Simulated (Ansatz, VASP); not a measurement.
**Ir: VASP beside Ansatz**

INCAR

```
SYSTEM = Ir
  ALGO = Normal
  EDIFF = 1E-6
  ENCUT = 520
  GGA = PE
  ISIF = 2
  ISMEAR = 0
  LASPH = .True.
  LCHARG = .True.
  LELF = .True.
  LREAL = .False.
  LVHAR = .True.
  LWAVE = .False.
  NBANDS = 10
  NELM = 60
  PREC = Accurate
  SIGMA = 0.15
```

KPOINTS

```
k-points
0
Gamma
  22 22 22
  0 0 0
```

The input POSCAR:

```
Ir
1.0
    0.0000000000      2.0156850000      1.9197000000
    2.0156850000      0.0000000000      1.9197000000
    2.0156850000      2.0156850000      0.0000000000
Ir
1
Direct
    0.0000000000      0.0000000000      0.0000000000
```

Input for Ansatz:

```yaml
crystal:
  lattice:
    - [0.0, 2.015685, 1.9197]
    - [2.015685, 0.0, 1.9197]
    - [2.015685, 2.015685, 0.0]
  atoms:
    - { symbol: Ir, position: [0.0, 0.0, 0.0] }
basis:
  ecutwfc: 420
kpoints:
  mp_grid: { grid: [22, 22, 22] }
hamiltonian:
  xc: pbe
scf:
  occupations: { method: gaussian, width: 0.15 }
output:
  forces: true
  stress: true
  eigenvalues: true
  write_density: true
  write_potential: true
  elf: true
  volumetric_format: npy
```

Change from the starting cell: strain +0.050 along x and y, +0.000 along z, atoms carried along.

Alike in both runs: task single point; functional PBE; k mesh 22 × 22 × 22; occupations gaussian, width 0.15 eV; no spin polarisation.

|  | VASP | Ansatz |
| --- | --- | --- |
| version | VASP 6.6.1 | Ansatz 0.2.0 |
| potentials or method | VASP PAW PBE potentials, release 64 (Ir), cutoff 520 eV | scalar-relativistic, plane waves, PAW |
| valence electrons in the cell | 9 | 17 |

Ansatz gave:

```
gap on the k mesh at the Fermi level (eV)                     : none
pressure (GPa)                                                : -20.6
traceless stress, the component that is largest in VASP (GPa) : 8.94
```

Which values does VASP return?

gap on the k mesh at the Fermi level (eV): none; pressure (GPa): -20.3; traceless stress, the component that is largest in VASP (GPa): 8.87.

A gap of «none» marks a metal or a gap that the smearing closes. The functional is the same, so the differences come from potentials, cutoffs and numerics. VASP's potentials hold 9 valence electrons a cell and Ansatz's 17, so a difference there can come from the potentials and not from the codes.

Spin-orbit coupling is off throughout.
